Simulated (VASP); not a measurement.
# Ti2Co (Fd-3m) in VASP: a series of runs

The runs below take Ti2Co through single point, with r2SCAN.

Everything below comes from runs of VASP 6.6.1. Logs are shortened: lines on timing, memory, paths and dates and some standing lists are left out, and cuts for length are marked.

## Step 1: The cell of the first run

Symmetry: Fd-3m, No. 227, cubic system. The conventional cell has a = 6.730 Å, b = 6.730 Å, c = 6.730 Å, α = 90.00°, β = 90.00°, γ = 90.00°. Within 3.1 Å of Ti (site symmetry -3m) lie 6 Ti at 2.38 Å and 6 Co at 2.79 Å. Within 3.7 Å of Co (site symmetry -43m) lie 12 Ti at 2.79 Å and 4 Co at 2.91 Å.

## Step 2: Single point, r2SCAN, collinear spin, ferromagnetic start

Input file POSCAR:

```
Ti2Co
1.0
    0.0000000000      3.3650000000      3.3650000000
    3.3650000000      0.0000000000      3.3650000000
    3.3650000000      3.3650000000      0.0000000000
Ti Co
4 2
Direct
    0.1250000000      0.1250000000      0.1250000000
    0.6250000000      0.1250000000      0.1250000000
    0.1250000000      0.1250000000      0.6250000000
    0.1250000000      0.6250000000      0.1250000000
    0.5000000000      0.5000000000      0.5000000000
    0.7500000000      0.7500000000      0.7500000000
```

Input file INCAR.step1:

```
SYSTEM = Ti2Co
  PREC = Accurate
  ENCUT = 520
  ISMEAR = 0
  SIGMA = 0.1
  LREAL = .False.
  LASPH = .True.
  NELM = 150
  ISPIN = 2
  MAGMOM = 0.19 0.19 0.19 0.19 1.58 1.58
  LMAXMIX = 4
  NBANDS = 46
  GGA = PE
  ALGO = Normal
  EDIFF = 1E-4
  LWAVE = .True.
  LCHARG = .False.
```

Input file INCAR.step2:

```
SYSTEM = Ti2Co
  PREC = Accurate
  ENCUT = 520
  EDIFF = 1E-6
  ISMEAR = 0
  SIGMA = 0.1
  LREAL = .False.
  LASPH = .True.
  NELM = 150
  ALGO = Normal
  ISIF = 2
  LWAVE = .False.
  LCHARG = .False.
  ISPIN = 2
  MAGMOM = 0.19 0.19 0.19 0.19 1.58 1.58
  LORBIT = 11
  LMAXMIX = 4
  METAGGA = R2SCAN
  LMIXTAU = .True.
  NBANDS = 46
  ISTART = 1
```

Input file KPOINTS:

```
Automatic mesh
0
Gamma
  6 6 6
  0 0 0
```

Potentials or basis: VASP PAW PBE potentials, release 64 (Ti_sv, Co).

Run with:

```console
$ cat potpaw_PBE.64/Ti_sv/POTCAR potpaw_PBE.64/Co/POTCAR > POTCAR
$ cp INCAR.step1 INCAR
$ mpirun -np 1 vasp_std > vasp.out
$ cp INCAR.step2 INCAR
$ mpirun -np 1 vasp_std > vasp.out
```

OUTCAR:

```text
SYSTEM = Ti2Co
   PREC = Accurate
   ENCUT = 520
   EDIFF = 1E-6
   ISMEAR = 0
   LREAL = .False.
   LASPH = .True.
   NELM = 150
   ISIF = 2
   ISPIN = 2
   LORBIT = 11
   METAGGA = R2SCAN
   ISTART = 1

 ion  position               nearest neighbor table
   1  0.125  0.125  0.125-   2 2.38   3 2.38   4 2.38   3 2.38   4 2.38   2 2.38   6 2.79   5 2.79
                             6 2.79   5 2.79   6 2.79   5 2.79
   2  0.625  0.125  0.125-   1 2.38   3 2.38   4 2.38   1 2.38   3 2.38   4 2.38   6 2.79   5 2.79
                             5 2.79   6 2.79   5 2.79   6 2.79
   3  0.125  0.125  0.625-   1 2.38   1 2.38   2 2.38   4 2.38   4 2.38   2 2.38   6 2.79   5 2.79
                             6 2.79   5 2.79   6 2.79   5 2.79
   4  0.125  0.625  0.125-   1 2.38   3 2.38   1 2.38   2 2.38   3 2.38   2 2.38   6 2.79   5 2.79
                             6 2.79   5 2.79   6 2.79   5 2.79
   5  0.500  0.500  0.500-   1 2.79   1 2.79   1 2.79   2 2.79   3 2.79   4 2.79   4 2.79   2 2.79
                             4 2.79   3 2.79   2 2.79   3 2.79   6 2.91   6 2.91   6 2.91   6 2.91
   6  0.750  0.750  0.750-   2 2.79   3 2.79   4 2.79   1 2.79   1 2.79   1 2.79   2 2.79   2 2.79
                             3 2.79   4 2.79   3 2.79   4 2.79   5 2.91   5 2.91   5 2.91   5 2.91

  LATTYP: Found a face centered cubic cell.
 ALAT       =     6.7300000000

  Lattice vectors:

 A1 = (   0.0000000000,   3.3650000000,   3.3650000000)
 A2 = (   3.3650000000,   0.0000000000,   3.3650000000)
 A3 = (   3.3650000000,   3.3650000000,   0.0000000000)

Analysis of symmetry for initial positions (statically):
=====================================================================
 Subroutine PRICEL returns:
 Original cell was already a primitive cell.

 Routine SETGRP: Setting up the symmetry group for a
 face centered cubic supercell.

 Subroutine GETGRP returns: Found 48 space group operations
 (whereof 24 operations were pure point group operations)
 out of a pool of 48 trial point group operations.

The static configuration has the point symmetry T_d .
 The point group associated with its full space group is O_h .

Analysis of symmetry for dynamics (positions and initial velocities):
=====================================================================
 Subroutine PRICEL returns:
 Original cell was already a primitive cell.

 Routine SETGRP: Setting up the symmetry group for a
 face centered cubic supercell.

 Subroutine GETGRP returns: Found 48 space group operations
 (whereof 24 operations were pure point group operations)
 out of a pool of 48 trial point group operations.

The dynamic configuration has the point symmetry T_d .
 The point group associated with its full space group is O_h .

Analysis of structural, dynamic, and magnetic symmetry:
=====================================================================
 Subroutine PRICEL returns:
 Original cell was already a primitive cell.

 Routine SETGRP: Setting up the symmetry group for a
 face centered cubic supercell.

 Subroutine GETGRP returns: Found 48 space group operations
 (whereof 24 operations were pure point group operations)
 out of a pool of 48 trial point group operations.

The overall configuration has the point symmetry T_d .
 The point group associated with its full space group is O_h .

 Subroutine INISYM returns: Found 48 space group operations
 (whereof 24 operations are pure point group operations),
 and found     1 'primitive' translations

----------------------------------------------------------------------------------------

                                     Primitive cell

  volume of cell :      76.2053

  direct lattice vectors                    reciprocal lattice vectors
     0.000000000  3.365000000  3.365000000    -0.148588410  0.148588410  0.148588410
     3.365000000  0.000000000  3.365000000     0.148588410 -0.148588410  0.148588410
     3.365000000  3.365000000  0.000000000     0.148588410  0.148588410 -0.148588410

  length of vectors
     4.758828637  4.758828637  4.758828637     0.257362676  0.257362676  0.257362676

  position of ions in fractional coordinates (direct lattice)
[... 48 lines left out ...]
  0.166667  0.166667  0.000000      6.000000
  0.333333  0.166667  0.000000     24.000000
[... 8 lines left out ...]
 -0.333333  0.333333  0.166667     24.000000
 -0.333333  0.500000  0.166667     12.000000
   k-points           NKPTS =     16   k-points in BZ     NKDIM =     16   number of bands    NBANDS=     46
   number of dos      NEDOS =    301   number of ions     NIONS =      6
   total plane-waves  NPLWV =  46656
   dimension x,y,z NGX =    36 NGY =   36 NGZ =   36
   dimension x,y,z NGXF=    72 NGYF=   72 NGZF=   72
   ions per type =               4   2
   NGX,Y,Z   is equivalent  to a cutoff of  12.58, 12.58, 12.58 a.u.
   NGXF,Y,Z  is equivalent  to a cutoff of  25.15, 25.15, 25.15 a.u.
 SYSTEM =  Ti2Co
   PREC   = accura    normal or accurate (medium, high low for compatibility)
   ISTART =      1    job   : 0-new  1-cont  2-samecut
   ICHARG =      0    charge: 1-file 2-atom 10-const
   ISPIN  =      2    spin polarized calculation?
   LNONCOLLINEAR =      F non collinear calculations
   LSORBIT =      F    spin-orbit coupling
   LASPH  =      T    aspherical Exc in radial PAW
   ENCUT  =  520.0 eV  38.22 Ry    6.18 a.u.   8.85  8.85  8.85*2*pi/ulx,y,z
   NELM   =    150;   NELMIN=  2; NELMDL=  0     # of ELM steps
   EDIFF  = 0.1E-05   stopping-criterion for ELM
   LREAL  =      F    real-space projection
   EDIFFG = 0.1E-04   stopping-criterion for IOM
   NSW    =      0    number of steps for IOM
   IBRION =     -1    ionic relax: 0-MD 1-quasi-New 2-CG
   NFREE  =      0    steps in history (QN), initial steepest desc. (CG)
   ISIF   =      2    stress and relaxation
   ISYM   =      2    0-nonsym 1-usesym 2-fastsym
   POTIM  = 0.5000    time-step for ionic-motion
   TEBEG  =    0.0;   TEEND  =   0.0 temperature during run
   PSTRESS=    0.0 pullay stress
   NELECT =      66.0000    total number of electrons
   NUPDOWN=      -1.0000    fix difference up-down
   EMIN   =  10.00;   EMAX   =-10.00  energy-range for DOS
   EFERMI =   0.00;   METHOD = LEGACY
   ISMEAR =     0;   SIGMA  =   0.10  broadening in eV -4-tet -1-fermi 0-gaus
   EFERMI_NEDOS =   21; number of points for ismear=-14 and -15
   IALGO  =     38    algorithm
   IMIX   =      4    mixing-type and parameters
     AMIX     =   0.40;   BMIX     =  1.00
     AMIX_MAG =   1.60;   BMIX_MAG =  1.00
  volume/ion in A,a.u.               =      12.70        85.71
  Fermi-wavevector in a.u.,A,eV,Ry     =   1.560490  2.948899 33.131955  2.435130
  Thomas-Fermi vector in A             =   2.663695
   LORBIT       =     11    0 simple, 1 ext, 2 COOP (PROOUT), +10 PAW based schemes
   METAGGA = R2SCAN    functional components
   LHFCALC =     F    Hartree Fock is set to
   AEXX    =    0.0000 exact exchange contribution
   IVDW    =     0    specifies the selected vdW correction
   LEPSILON=     F    determine dielectric tensor
   LRPA    =     F    only Hartree local field effects (RPA)
 spin polarized calculation
 Gauss-broadening in eV      SIGMA  =   0.10
  energy-cutoff  :      520.00
  volume of cell :       76.21
 maximum number of plane-waves:      2085
   NGX = 17   NGY = 17   NGZ = 17

 number of electron      66.0000033 magnetization       1.0190803

 Free energy of the ion-electron system (eV)
  ---------------------------------------------------
  ext. energy  EPLUGINS =         0.00000000
  ---------------------------------------------------
  free energy    TOTEN  =       -73.99609848 eV

  energy without entropy =      -73.94980064  energy(sigma->0) =      -73.97294956

 E-fermi :  10.2346     XC(G=0): -13.9150

 val. band max:       10.2295949628   @ k =   0.3333   0.1667   0.0000
 cond. band min:      10.2377707416   @ k =  -0.3333   0.5000   0.1667
 fundamental gap:      0.0081757787
 Fermi energy:        10.2346260082

 spin component 1

 k-point     1 :       0.0000    0.0000    0.0000
  band No.  band energies     occupation
      1     -48.7007      1.00000
      2     -47.9605      1.00000
      3     -47.9605      1.00000
      4     -47.9605      1.00000
      5     -25.8306      1.00000
      6     -24.3042      1.00000
[... 757 lines left out ...]
     44      13.1046      0.00000
     45      14.3532      0.00000
 Fermi energy:        10.2346260082

 spin component 2

 k-point     1 :       0.0000    0.0000    0.0000
  band No.  band energies     occupation
      1     -48.3375      1.00000
      2     -47.6075      1.00000
      3     -47.6075      1.00000
      4     -47.6075      1.00000
      5     -25.4559      1.00000
      6     -23.9225      1.00000
[... 757 lines left out ...]
     44      13.3279      0.00000
     45      14.5673      0.00000
 [bands above 45 left out]

------------------------ aborting loop because EDIFF is reached ----------------------------------------

  FORCE on cell =-STRESS in cart. coord.  units (eV):
  Direction    XX          YY          ZZ          XY          YZ          ZX
  --------------------------------------------------------------------------------------
  -------------------------------------------------------------------------------------
  Total       10.3182944     10.3182944     10.3182944      0.0000000      0.0000000      0.0000000
  in kB      216.9368322    216.9368322    216.9368322      0.0000000      0.0000000      0.0000000
  external PRESSURE =     216.9368322 kB  Pullay stress =       0.0000000 kB

 VOLUME and BASIS-vectors are now :
 -----------------------------------------------------------------------------
  energy-cutoff  :      520.00
  volume of cell :       76.21
      direct lattice vectors                 reciprocal lattice vectors
     0.000000000  3.365000000  3.365000000    -0.148588410  0.148588410  0.148588410
     3.365000000  0.000000000  3.365000000     0.148588410 -0.148588410  0.148588410
     3.365000000  3.365000000  0.000000000     0.148588410  0.148588410 -0.148588410

 POSITION                                       TOTAL-FORCE (eV/Angst)
 -----------------------------------------------------------------------------------
      0.84125      0.84125      0.84125         0.000000     -0.000000     -0.000000
      0.84125      2.52375      2.52375         0.000000     -0.000000     -0.000000
      2.52375      2.52375      0.84125         0.000000     -0.000000     -0.000000
      2.52375      0.84125      2.52375         0.000000     -0.000000     -0.000000
      3.36500      3.36500      3.36500        -0.000000     -0.000000     -0.000000
      5.04750      5.04750      5.04750        -0.000000      0.000000      0.000000
 -----------------------------------------------------------------------------------
    total drift:                                0.000000      0.000000      0.000000

  FREE ENERGIE OF THE ION-ELECTRON SYSTEM (eV)
  ---------------------------------------------------
  free  energy   TOTEN  =       -73.9960984783 eV

  energy  without entropy=      -73.9498006400  energy(sigma->0) =      -73.97294956

 total charge

# of ion       s       p       d       tot
------------------------------------------
    1        2.299   6.166   2.287  10.752
    2        2.299   6.166   2.287  10.752
    3        2.299   6.166   2.287  10.752
    4        2.299   6.166   2.287  10.752
    5        0.477   0.502   7.217   8.196
    6        0.477   0.502   7.217   8.196
--------------------------------------------------
tot         10.150  25.668  23.582  59.400

 magnetization (x)

# of ion       s       p       d       tot
------------------------------------------
    1        0.011   0.017   0.301   0.329
    2        0.011   0.017   0.301   0.329
    3        0.011   0.017   0.301   0.329
    4        0.011   0.017   0.301   0.329
    5       -0.006   0.002  -0.242  -0.246
    6       -0.006   0.002  -0.242  -0.246
--------------------------------------------------
tot          0.034   0.073   0.720   0.826
```

It took 8 min on 1 thread of Intel Xeon 6975P-C (Granite Rapids), shared host; peak memory 0.31 GiB.

What came out:

* Free energy: -73.9961 eV
* Pressure: 21.7 GPa
* Net moment: 1.02 μB per cell
* Site moments: Ti +0.33; Co -0.25 μB
* Valence electrons inside the program's atomic spheres: Ti 10.75; Co 8.20

Caveat: the cell stands under pressure; the PAW data sets were made with another functional, which shifts forces and pressure a little.

## Step 3: Single point, r2SCAN, collinear spin, ferromagnetic start

This run uses another cell than the first one, of 15.10 Å³/atom.

Edit POSCAR of step 2 so:

```diff
@@ -2,5 +2,5 @@
 1.0
-    0.0000000000      3.3650000000      3.3650000000
-    3.3650000000      0.0000000000      3.3650000000
-    3.3650000000      3.3650000000      0.0000000000
+    0.0000000000      3.5644440752      3.5644440752
+    3.5644440752      0.0000000000      3.5644440752
+    3.5644440752      3.5644440752      0.0000000000
 Ti Co
```

Input file INCAR.step1:

```
PREC = Accurate
ENCUT = 520
ISMEAR = 0
SIGMA = 0.1
LREAL = F
LASPH = T
NELM = 150
ISPIN = 2
MAGMOM = 0 0 0 0 3 3
LMAXMIX = 4
NBANDS = 46
GGA = PE
ALGO = Normal
EDIFF = 1E-4
LWAVE = T
LCHARG = F
```

Input file INCAR.step2:

```
PREC = Accurate
ENCUT = 520
EDIFF = 1E-6
ISMEAR = 0
SIGMA = 0.1
LREAL = F
LASPH = T
NELM = 150
ALGO = Normal
ISIF = 2
LWAVE = F
LCHARG = F
ISPIN = 2
MAGMOM = 0 0 0 0 3 3
LORBIT = 11
LMAXMIX = 4
METAGGA = R2SCAN
LMIXTAU = T
NBANDS = 46
ISTART = 1
```

Input file KPOINTS:

```
Automatic mesh
0
Gamma
  10 10 10
```

Potentials or basis: VASP PAW PBE potentials, release 64 (Ti_sv, Co).

Run with:

```console
$ cat potpaw_PBE.64/Ti_sv/POTCAR potpaw_PBE.64/Co/POTCAR > POTCAR
$ cp INCAR.step1 INCAR
$ mpirun -np 1 vasp_std > vasp.out
$ cp INCAR.step2 INCAR
$ mpirun -np 1 vasp_std > vasp.out
```

It took 87 min on 1 thread of Oxide Virtual Turin-like, shared host; peak memory 0.47 GiB.

Results (log left out):

| Quantity | Value |
| --- | --- |
| Free energy | -75.2826 eV |
| Pressure | 0.5 GPa |
| Net moment | 4.81 μB per cell |
| Site moments | Ti +0.41; Co +1.73 μB |
| Valence electrons inside the program's atomic spheres | Ti 10.49; Co 7.91 |

Levels at points of the mesh, in eV from the Fermi level:
Spin up:
| k point | band 32 | band 33 | band 34 | band 35 | band 36 | band 37 | band 38 | band 39 |
| --- | --- | --- | --- | --- | --- | --- | --- | --- |
| (0.00, 0.00, 0.00) | -1.05 | -1.05 | -1.05 | -0.75 | -0.75 | 3.06 | 3.36 | 3.36 |
| (0.50, 0.00, 0.00) | -1.14 | -0.32 | -0.32 | 0.15 | 0.15 | 0.37 | 0.74 | 0.81 |
| (0.50, 0.50, 0.00) | -1.08 | -0.40 | -0.40 | -0.32 | -0.32 | 0.97 | 0.97 | 1.02 |
Spin down:
```
           k point  band 28  band 29  band 30  band 31  band 32  band 33  band 34  band 35
(0.00, 0.00, 0.00)    -0.63    -0.40    -0.40    -0.40     0.64     0.64     0.88     0.88
(0.50, 0.00, 0.00)    -0.73    -0.19    -0.19     0.10     0.26     0.26     0.34     0.76
(0.50, 0.50, 0.00)    -1.09    -0.76    -0.76     0.30     0.30     0.73     0.73     1.35
```

Caveat: the PAW data sets were made with another functional, which shifts forces and pressure a little.

[end of part 1 of 2]
